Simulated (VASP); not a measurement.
# TiB2 (P6/mmm) in VASP: a series of runs

The runs below take TiB2 through relaxation of cell and atoms, single point, with PBEsol, PBE+D3(BJ), PBE+D4.

Everything below comes from runs of VASP 6.6.1. Logs are shortened: lines on timing, memory, paths and dates and some standing lists are left out, and cuts for length are marked.

**1. The cell of the first run**

The structure is hexagonal, space group P6/mmm (No. 191). The conventional cell has a = 3.029 Å, b = 3.029 Å, c = 3.228 Å, α = 90.00°, β = 90.00°, γ = 120.00°. Ti (site symmetry 6/mmm) has 12 B at 2.38 Å and 6 Ti at 3.03 Å within 3.1 Å. Within 2.3 Å of B (site symmetry -6m2) lie 3 B at 1.75 Å.

**2. Relaxation of cell and atoms, PBEsol, target pressure 10 GPa, at which the enthalpy is minimised**

File INCAR:

```
SYSTEM = TiB2
  PREC = Accurate
  ENCUT = 600
  EDIFF = 1E-6
  ISMEAR = -1
  SIGMA = 0.05
  LREAL = .FALSE.
  LASPH = .TRUE.
  NELM = 100
  ALGO = Normal
  ISIF = 3
  LWAVE = .FALSE.
  LCHARG = .FALSE.
  GGA = PS
  IBRION = 2
  NSW = 60
  EDIFFG = -0.01
  PSTRESS = 100.0
```

File KPOINTS:

```
regular mesh
0
G
  10 10 8
  0 0 0
```

File POSCAR:

```
TiB2
1.0
    3.0292000000      0.0000000000      0.0000000000
   -1.5146000000      2.6233641531      0.0000000000
    0.0000000000      0.0000000000      3.2284000000
Ti B
1 2
Direct
    0.0000000000      0.0000000000      0.0000000000
    0.6666666667      0.3333333333      0.5000000000
    0.3333333333      0.6666666667      0.5000000000
```

Potentials or basis: VASP PAW PBE potentials, release 64 (Ti_sv, B).

Command:

```
cat potpaw_PBE.64/Ti_sv/POTCAR potpaw_PBE.64/B/POTCAR > POTCAR
mpirun -np 1 vasp_std > vasp.out
```

OUTCAR:

```text
SYSTEM = TiB2
   PREC = Accurate
   ENCUT = 600
   EDIFF = 1E-6
   ISMEAR = -1
   LREAL = .FALSE.
   LASPH = .TRUE.
   NELM = 100
   ISIF = 3
   GGA = PS
   IBRION = 2
   NSW = 60
   EDIFFG = -0.01
   PSTRESS = 100.0

 ion  position               nearest neighbor table
   1  0.000  0.000  0.000-   2 2.38   3 2.38   2 2.38   3 2.38   3 2.38   3 2.38   2 2.38   2 2.38
                             2 2.38   2 2.38   3 2.38   3 2.38
   2  0.667  0.333  0.500-   3 1.75   3 1.75   3 1.75   1 2.38   1 2.38   1 2.38   1 2.38   1 2.38
                             1 2.38
   3  0.333  0.667  0.500-   2 1.75   2 1.75   2 1.75   1 2.38   1 2.38   1 2.38   1 2.38   1 2.38
                             1 2.38

  LATTYP: Found a hexagonal cell.
 ALAT       =     3.0292000000
 C/A-ratio  =     1.0657599366

  Lattice vectors:

 A1 = (   3.0292000000,   0.0000000000,   0.0000000000)
 A2 = (  -1.5146000000,   2.6233641531,   0.0000000000)
 A3 = (   0.0000000000,   0.0000000000,   3.2284000000)

Analysis of symmetry for initial positions (statically):
=====================================================================
 Subroutine PRICEL returns:
 Original cell was already a primitive cell.

 Routine SETGRP: Setting up the symmetry group for a
 hexagonal supercell.

 Subroutine GETGRP returns: Found 24 space group operations
 (whereof 24 operations were pure point group operations)
 out of a pool of 24 trial point group operations.

The static configuration has the point symmetry D_6h.

Analysis of symmetry for dynamics (positions and initial velocities):
=====================================================================
 Subroutine PRICEL returns:
 Original cell was already a primitive cell.

 Routine SETGRP: Setting up the symmetry group for a
 hexagonal supercell.

 Subroutine GETGRP returns: Found 24 space group operations
 (whereof 24 operations were pure point group operations)
 out of a pool of 24 trial point group operations.

The dynamic configuration has the point symmetry D_6h.

 Subroutine INISYM returns: Found 24 space group operations
 (whereof 24 operations are pure point group operations),
 and found     1 'primitive' translations

----------------------------------------------------------------------------------------

                                     Primitive cell

  volume of cell :      25.6551

  direct lattice vectors                    reciprocal lattice vectors
     3.029200000  0.000000000  0.000000000     0.330120164  0.190594965  0.000000000
    -1.514600000  2.623364153  0.000000000     0.000000000  0.381189931  0.000000000
     0.000000000  0.000000000  3.228400000     0.000000000  0.000000000  0.309750960

  length of vectors
     3.029200000  3.029200000  3.228400000     0.381189931  0.381189931  0.309750960

  position of ions in fractional coordinates (direct lattice)
     0.000000000  0.000000000  0.000000000
     0.666666667  0.333333333  0.500000000
     0.333333333  0.666666667  0.500000000

  ion indices of the primitive-cell ions
   primitive index   ion index
                 1           1
                 2           2
                 3           3

----------------------------------------------------------------------------------------

 KPOINTS: regular mesh

Automatic generation of k-mesh.
 Grid dimensions read from file:
 generate k-points for:   10   10    8

 Generating k-lattice:

  Cartesian coordinates                     Fractional coordinates (reciprocal lattice)
     0.033012016  0.019059497  0.000000000     0.100000000  0.000000000  0.000000000
     0.000000000  0.038118993  0.000000000     0.000000000  0.100000000  0.000000000
     0.000000000  0.000000000  0.038718870     0.000000000  0.000000000  0.125000000

  Length of vectors
     0.038118993  0.038118993  0.038718870

  Shift w.r.t. Gamma in fractional coordinates (k-lattice)
     0.000000000  0.000000000  0.000000000

 Subroutine IBZKPT returns following result:
 ===========================================

 Found     70 irreducible k-points:

 Following reciprocal coordinates:
            Coordinates               Weight
  0.000000  0.000000  0.000000      1.000000
  0.100000 -0.000000  0.000000      6.000000
  0.200000 -0.000000  0.000000      6.000000
  0.300000 -0.000000  0.000000      6.000000
  0.400000 -0.000000  0.000000      6.000000
  0.500000 -0.000000  0.000000      3.000000
[... 16 lines left out ...]
  0.300000  0.100000  0.125000     24.000000
  0.400000  0.100000  0.125000     24.000000
 [... further k-points ...]
   k-points           NKPTS =     70   k-points in BZ     NKDIM =     70   number of bands    NBANDS=     13
   number of dos      NEDOS =    301   number of ions     NIONS =      3
   total plane-waves  NPLWV =  16128
   dimension x,y,z NGX =    24 NGY =   24 NGZ =   28
   dimension x,y,z NGXF=    48 NGYF=   48 NGZF=   56
   ions per type =               1   2
   NGX,Y,Z   is equivalent  to a cutoff of  13.17, 13.17, 14.42 a.u.
   NGXF,Y,Z  is equivalent  to a cutoff of  26.34, 26.34, 28.84 a.u.
 SYSTEM =  TiB2
   PREC   = accura    normal or accurate (medium, high low for compatibility)
   ISTART =      0    job   : 0-new  1-cont  2-samecut
   ICHARG =      2    charge: 1-file 2-atom 10-const
   ISPIN  =      1    spin polarized calculation?
   LNONCOLLINEAR =      F non collinear calculations
   LSORBIT =      F    spin-orbit coupling
   LASPH  =      T    aspherical Exc in radial PAW
   ENCUT  =  600.0 eV  44.10 Ry    6.64 a.u.   6.05  6.05  6.45*2*pi/ulx,y,z
   NELM   =    100;   NELMIN=  2; NELMDL= -5     # of ELM steps
   EDIFF  = 0.1E-05   stopping-criterion for ELM
   LREAL  =      F    real-space projection
   EDIFFG = -.1E-01   stopping-criterion for IOM
   NSW    =     60    number of steps for IOM
   IBRION =      2    ionic relax: 0-MD 1-quasi-New 2-CG
   NFREE  =      1    steps in history (QN), initial steepest desc. (CG)
   ISIF   =      3    stress and relaxation
   ISYM   =      2    0-nonsym 1-usesym 2-fastsym
   POTIM  = 0.5000    time-step for ionic-motion
   TEBEG  =    0.0;   TEEND  =   0.0 temperature during run
   PSTRESS=  100.0 pullay stress
   NELECT =      18.0000    total number of electrons
   NUPDOWN=      -1.0000    fix difference up-down
   EMIN   =  10.00;   EMAX   =-10.00  energy-range for DOS
   EFERMI =   0.00;   METHOD = LEGACY
   ISMEAR =    -1;   SIGMA  =   0.05  broadening in eV -4-tet -1-fermi 0-gaus
   EFERMI_NEDOS =   21; number of points for ismear=-14 and -15
   IALGO  =     38    algorithm
   IMIX   =      4    mixing-type and parameters
     AMIX     =   0.40;   BMIX     =  1.00
     AMIX_MAG =   1.60;   BMIX_MAG =  1.00
  volume/ion in A,a.u.               =       8.55        57.71
  Fermi-wavevector in a.u.,A,eV,Ry     =   1.454703  2.748990 28.792122  2.116161
  Thomas-Fermi vector in A             =   2.571823
   LORBIT       =      0    0 simple, 1 ext, 2 COOP (PROOUT), +10 PAW based schemes
   GGA     = PS    functional components
   LHFCALC =     F    Hartree Fock is set to
   AEXX    =    0.0000 exact exchange contribution
   IVDW    =     0    specifies the selected vdW correction
   LEPSILON=     F    determine dielectric tensor
   LRPA    =     F    only Hartree local field effects (RPA)
 conjugate gradient relaxation of ions
 non-spin polarized calculation
  energy-cutoff  :      600.00
  volume of cell :       25.66
 maximum number of plane-waves:       878
   NGX = 13   NGY = 13   NGZ = 13

--------------------------------------- Ionic step        1  -------------------------------------------

 number of electron      18.0000002 magnetization

 Free energy of the ion-electron system (eV)
  ---------------------------------------------------
  ext. energy  EPLUGINS =         0.00000000
  ---------------------------------------------------
  free energy    TOTEN  =       -25.78023972 eV

  energy without entropy =      -25.77392801  energy(sigma->0) =      -25.77708386

 E-fermi :   9.8380     XC(G=0): -12.8717

 val. band max:        9.8118372200   @ k =   0.2000   0.2000   0.1250
 cond. band min:       9.8395942422   @ k =   0.3000   0.2000   0.0000
 fundamental gap:      0.0277570223
 Fermi energy:         9.8380428717

 k-point     1 :       0.0000    0.0000    0.0000
  band No.  band energies     occupation
      1     -46.7960      2.00000
      2     -23.2503      2.00000
      3     -22.9381      2.00000
      4     -22.9381      2.00000
      5      -3.5603      2.00000
      6       7.3134      2.00000
      7       7.3134      2.00000
      8       7.6024      2.00000
      9       7.7577      2.00000
     10      11.8002      0.00000
     11      11.8002      0.00000
     12      13.5853      0.00000
     13      13.5853      0.00000

 k-point     2 :       0.1000   -0.0000    0.0000
  band No.  band energies     occupation
      1     -46.7907      2.00000
      2     -23.2435      2.00000
      3     -22.9786      2.00000
      4     -22.9473      2.00000
      5      -3.3680      2.00000
      6       6.7724      2.00000
      7       7.2799      2.00000
      8       7.4509      2.00000
      9       7.8549      2.00000
     10      11.7434      0.00000
     11      12.1264      0.00000
     12      12.9013      0.00000
     13      13.0295      0.00000
[... 491 lines left out ...]
 POSITION                                       TOTAL-FORCE (eV/Angst)
 -----------------------------------------------------------------------------------
      0.00000      0.00000      0.00000         0.000000     -0.000000      0.000000
      1.48858      0.85943      1.58186        -0.000000      0.000000     -0.000000
     -0.00000      1.71886      1.58186         0.000000     -0.000000      0.000000
 -----------------------------------------------------------------------------------
    total drift:                               -0.000000      0.000000     -0.000000

  FREE ENERGIE OF THE ION-ELECTRON SYSTEM (eV)
  ---------------------------------------------------
  free  energy   TOTEN  =       -25.7603529309 eV

  energy  without entropy=      -25.7540379049  energy(sigma->0) =      -25.75719542

  enthalpy is  TOTEN    =       -24.2446191842 eV   P V=        1.5157337467

--------------------------------------- Ionic step        5  -------------------------------------------

 number of electron      18.0000002 magnetization

 Free energy of the ion-electron system (eV)
  ---------------------------------------------------
  ext. energy  EPLUGINS =         0.00000000
  ---------------------------------------------------
  free energy    TOTEN  =       -25.76124001 eV

  energy without entropy =      -25.75436533  energy(sigma->0) =      -25.75780267

 E-fermi :  10.4433     XC(G=0): -13.1451

 val. band max:       10.4369531774   @ k =   0.3000   0.2000   0.0000
 cond. band min:      10.4678960501   @ k =   0.4000   0.2000   0.0000
 fundamental gap:      0.0309428727
 Fermi energy:        10.4433155966

 k-point     1 :       0.0000    0.0000    0.0000
  band No.  band energies     occupation
      1     -46.0196      2.00000
      2     -22.4769      2.00000
      3     -22.1474      2.00000
      4     -22.1474      2.00000
      5      -3.2249      2.00000
      6       7.7258      2.00000
      7       7.7258      2.00000
      8       8.2711      2.00000
      9       8.3579      2.00000
     10      12.5967      0.00000
     11      12.5967      0.00000
     12      14.5583      0.00000
     13      14.5583      0.00000

 k-point     2 :       0.1000   -0.0000    0.0000
  band No.  band energies     occupation
      1     -46.0131      2.00000
      2     -22.4688      2.00000
      3     -22.1956      2.00000
      4     -22.1582      2.00000
      5      -3.0250      2.00000
      6       7.1882      2.00000
      7       7.7034      2.00000
      8       8.1734      2.00000
      9       8.3664      2.00000
     10      12.5359      0.00000
     11      12.9600      0.00000
     12      13.7866      0.00000
     13      13.9205      0.00000
[... 365 lines left out ...]
 VOLUME and BASIS-vectors are now :
 -----------------------------------------------------------------------------
  energy-cutoff  :      600.00
  volume of cell :       24.26
      direct lattice vectors                 reciprocal lattice vectors
     2.985929076  0.000000000  0.000000000     0.334904137  0.193356994 -0.000000000
    -1.492964538  2.585890434  0.000000000     0.000000000  0.386713987 -0.000000000
     0.000000000  0.000000000  3.142597529    -0.000000000 -0.000000000  0.318208104

 POSITION                                       TOTAL-FORCE (eV/Angst)
 -----------------------------------------------------------------------------------
     -1.49296      2.58589      0.00000         0.000000     -0.000000      0.000000
      1.49296      0.86196      1.57130         0.000000      0.000000     -0.000000
     -0.00000      1.72393      1.57130        -0.000000     -0.000000      0.000000
 -----------------------------------------------------------------------------------
    total drift:                               -0.000000      0.000000     -0.000000

  FREE ENERGIE OF THE ION-ELECTRON SYSTEM (eV)
  ---------------------------------------------------
  free  energy   TOTEN  =       -25.7612400123 eV

  energy  without entropy=      -25.7543653348  energy(sigma->0) =      -25.75780267

  enthalpy is  TOTEN    =       -24.2467452011 eV   P V=        1.5144948112

 reached required accuracy - stopping structural energy minimisation
```

It took 53 s on 1 thread of Intel Xeon Platinum 8488C (Sapphire Rapids), shared host; peak memory 0.17 GiB.

What came out:

```yaml
Free_energy: -25.7612 eV
Relaxed_volume: 8.09 Å³/atom
Relaxed_cell: a = 2.986 Å, b = 2.986 Å, c = 3.143 Å, α = 90.00°, β = 90.00°, γ = 120.00°
Space_group_after_relaxing_to_0.05_Å: P6/mmm (No. 191)
Energy_change_on_relaxing_the_enthalpy_is_what_falls: +6.3 meV/atom
Ionic_steps: 5
Pressure_after_relaxing: 10.2 GPa
Band_gap_on_the_k_mesh: zero (band 9 reaches 11.05 eV, above the bottom of band 10 at 10.25 eV)
```

The path:
```tsv
step	energy change (eV)	largest force (eV/Å)	pressure (GPa)	volume (Å³)
1	0.0000	0.0000	-4.73	25.66
2	0.1993	0.0000	31.05	22.85
3	0.0182	0.0000	9.98	24.31
4	0.0199	0.0000	10.26	24.28
5	0.0190	0.0000	10.16	24.26
```

Final structure:
```xyz
3
Lattice="2.9859 0.0000 0.0000 -1.4930 2.5859 0.0000 0.0000 0.0000 3.1426" Properties=species:S:1:pos:R:3 pbc="T T T"
Ti   -1.4930    2.5859    0.0000
B     1.4930    0.8620    1.5713
B     0.0000    1.7239    1.5713
```

Levels at points of the mesh, in eV from the Fermi level:
```
           k point  band 5  band 6  band 7  band 8  band 9  band 10  band 11  band 12  band 13
(0.00, 0.00, 0.00)  -13.67   -2.72   -2.72   -2.17   -2.09     2.15     2.15     4.11     4.11
(0.50, 0.00, 0.00)   -9.55   -9.20   -3.27   -3.22   -2.37     1.56     3.02     3.57     3.71
(0.00, 0.00, 0.50)  -11.50   -7.75   -0.48   -0.48   -0.20    -0.20     0.54     0.54     2.02
(0.50, 0.00, 0.50)   -9.87   -7.51   -4.81   -3.96   -3.07     2.87     3.24     5.09     5.11
```

Caveat: the cell is relaxed towards a set pressure, so the enthalpy falls and the energy may rise; the PAW data sets were made with another functional, which shifts forces and pressure a little.

**3. Relaxation of cell and atoms, PBEsol, target pressure 20 GPa, at which the enthalpy is minimised**

File INCAR:

```
SYSTEM = TiB2
PREC = Accurate
ENCUT = 600
EDIFF = 1E-6
ISMEAR = -1
SIGMA = 0.05
LREAL = .False.
LASPH = .True.
NELM = 60
ALGO = Normal
ISIF = 3
LWAVE = .False.
LCHARG = .False.
GGA = PS
IBRION = 2
NSW = 60
EDIFFG = -0.01
PSTRESS = 200.0
```

File KPOINTS:

```
regular mesh
0
Gamma
  10 10 8
  0 0 0
```

POSCAR is that of step 2.

Potentials or basis: VASP PAW PBE potentials, release 64 (Ti_sv, B).

Command:

```
cat potpaw_PBE.64/Ti_sv/POTCAR potpaw_PBE.64/B/POTCAR > POTCAR
mpirun -np 1 vasp_std > vasp.out
```

Run time: 82 s. Hardware: 1 thread of Intel Xeon Platinum 8488C (Sapphire Rapids), shared host; peak memory 0.17 GiB.

Results (log left out):

```yaml
Free_energy: -25.6924 eV
Relaxed_volume: 7.84 Å³/atom
Relaxed_cell: a = 2.959 Å, b = 2.959 Å, c = 3.102 Å, α = 90.00°, β = 90.00°, γ = 120.00°
Space_group_after_relaxing_to_0.05_Å: P6/mmm (No. 191)
Energy_change_on_relaxing_the_enthalpy_is_what_falls: +29.3 meV/atom
Ionic_steps: 9
Pressure_after_relaxing: 20.0 GPa
Band_gap_on_the_k_mesh: zero (band 9 reaches 11.46 eV, above the bottom of band 10 at 10.56 eV)
```

Step by step:
```tsv
step	energy change (eV)	largest force (eV/Å)	pressure (GPa)	volume (Å³)
1	0.0000	0.0000	-4.73	25.66
2	0.7317	0.0000	66.68	21.06
3	0.0821	0.0000	19.48	23.61
4	0.0871	0.0000	19.95	23.57
5	0.0922	0.0000	20.53	23.53
6	0.0921	0.0000	20.48	23.49
7	0.0921	0.0000	20.49	23.49
8	0.0830	0.0000	19.48	23.57
9	0.0879	0.0000	19.99	23.53
```

Final structure:
```xyz
3
Lattice="2.9593 0.0000 0.0000 -1.4797 2.5628 0.0000 0.0000 0.0000 3.1022" Properties=species:S:1:pos:R:3 pbc="T T T"
Ti    0.0000    0.0000    0.0000
B     1.4797    0.8543    1.5511
B     0.0000    1.7086    1.5511
```

Levels at points of the mesh, in eV from the Fermi level:
```csv
k point,band 7,band 8,band 9,band 10,band 11,band 12
"(0.00, 0.00, 0.00)",-2.81,-2.24,-2.03,2.26,2.26,4.31
"(0.50, 0.00, 0.00)",-3.31,-3.27,-2.45,1.64,3.14,3.72
"(0.00, 0.00, 0.50)",-0.49,-0.49,-0.22,-0.22,0.56,0.56
"(0.50, 0.00, 0.50)",-4.93,-4.07,-3.07,3.04,3.38,5.35
```

Caveat: the cell is relaxed towards a set pressure, so the enthalpy falls and the energy may rise; the PAW data sets were made with another functional, which shifts forces and pressure a little.

[end of part 1 of 2]
